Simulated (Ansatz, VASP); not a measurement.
## PbO2 in VASP and in Ansatz

Contents of INCAR:

```
ALGO     = Normal         # electronic algorithm
EDIFF    = 1E-6           # SCF threshold, eV
EDIFFG   = -0.005         # ionic threshold
ENCUT    = 600            # plane-wave cutoff, eV
GGA      = PE             # functional
IBRION   = 2              # ionic algorithm
ISIF     = 3              # what is computed and relaxed
ISMEAR   = 0              # smearing method
LASPH    = True           # aspherical terms in the spheres
LCHARG   = False          # write CHGCAR
LREAL    = False          # projectors in reciprocal space
LWAVE    = False          # write WAVECAR
NELM     = 60             # most SCF steps
NSW      = 100            # ionic steps
PREC     = Accurate       # precision mode
SIGMA    = 0.1            # smearing width, eV
```

The input KPOINTS:

```
k-points
0
Gamma
  8 8 10
```

The input POSCAR:

```
PbO2
1.0
    5.0790591419      0.0000000000      0.0000000000
    0.0000000000      5.0790591419      0.0000000000
    0.0000000000      0.0000000000      3.4440409999
Pb O
2 4
Direct
    0.0000000000      0.0000000000      0.0000000000
    0.5000000000      0.5000000000      0.5000000000
    0.3079888840      0.3079888840      0.0000000000
    0.1920111160      0.8079888840      0.5000000000
    0.6920111160      0.6920111160      0.0000000000
    0.8079888840      0.1920111160      0.5000000000
```

Input for Ansatz:

```yaml
crystal:
  lattice:
    - [5.0790591419, 0.0, 0.0]
    - [0.0, 5.0790591419, 0.0]
    - [0.0, 0.0, 3.4440409999]
  atoms:
    - { symbol: Pb, position: [0.0, 0.0, 0.0] }
    - { symbol: Pb, position: [0.5, 0.5, 0.5] }
    - { symbol: O, position: [0.307988884, 0.307988884, 0.0] }
    - { symbol: O, position: [0.192011116, 0.807988884, 0.5] }
    - { symbol: O, position: [0.692011116, 0.692011116, 0.0] }
    - { symbol: O, position: [0.807988884, 0.192011116, 0.5] }
basis:
  ecutwfc: 420
kpoints:
  mp_grid: { grid: [8, 8, 10] }
hamiltonian:
  xc: pbe
scf:
  occupations: { method: gaussian, width: 0.1 }
output:
  forces: true
  stress: true
  eigenvalues: true
relax:
  adjacent_minimum: "off"
  f_tol: 0.005
  max_steps: 80
  cell: { stress_tol: 0.05 }
```

Alike in both runs: task relaxation of cell and atoms; functional PBE; k mesh 8 × 8 × 10; occupations gaussian, width 0.1 eV; no spin polarisation.

|  | VASP | Ansatz |
| --- | --- | --- |
| version | VASP 6.6.1 | Ansatz 0.2.0 |
| potentials or method | VASP PAW PBE potentials, release 64 (Pb_d, O), cutoff 600 eV | scalar-relativistic, plane waves, PAW |
| valence electrons in the cell | 52 | 52 |

Ansatz gave:

```
relaxed volume (Å³/atom)                                     : 14.82
relaxed cell length with the largest relative difference (Å) : 3.443
```

Which values does VASP return?

Relaxed volume (Å³/atom): 14.83; relaxed cell length with the largest relative difference (Å): 3.447.

Spin-orbit coupling is off throughout.
